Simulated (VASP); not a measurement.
Li: single point with PBEsol+D3(BJ)

The system is Li.

```
Li
1.0
     4.91953   -0.01406    0.05227
    -2.47194    4.33883   -0.01103
     0.03051    0.01018    2.84981
Li
3
Direct
  0.99927 0.99297 0.98779
  0.66001 0.33333 0.48083
  0.32800 0.65203 0.49628
```

- Program: VASP 6.6.1
- Task: single point
- Functional: PBEsol
- Dispersion: D3(BJ)
- Potentials or basis: VASP PAW PBE potentials, release 64 (Li_sv)
- Cutoff: 520 eV
- k mesh: 5 × 5 × 7
- Occupations: methfessel-paxton, width 0.1 eV
- Spin: no spin polarisation
- Dipole correction: no
- Further INCAR settings: ALGO = Normal; EDIFF = 1e-07; NBANDS = 12

The largest force is 0.096 eV/Å and the dispersion energy per atom is -0.149 eV.

Forces in eV/Å, atoms in the order of the input:
```
Li  -0.028 -0.003  0.002
Li   0.064 -0.070 -0.008
Li  -0.036  0.073  0.006
```

Levels at points of the mesh, in eV from the Fermi level:
| k point | band 1 | band 2 | band 3 | band 4 | band 5 | band 6 | band 7 | band 8 | band 9 |
| --- | --- | --- | --- | --- | --- | --- | --- | --- | --- |
| (0.00, 0.00, 0.00) | -45.83 | -45.81 | -45.72 | -3.42 | 2.08 | 2.12 | 2.23 | 2.33 | 5.92 |

It took 21 s on 1 thread of Intel(R) Xeon(R) 6975P-C (Granite Rapids) (shared host), peak memory 0.2 GiB.

Caveat: the PAW data sets were made with another functional, which shifts forces and pressure a little.
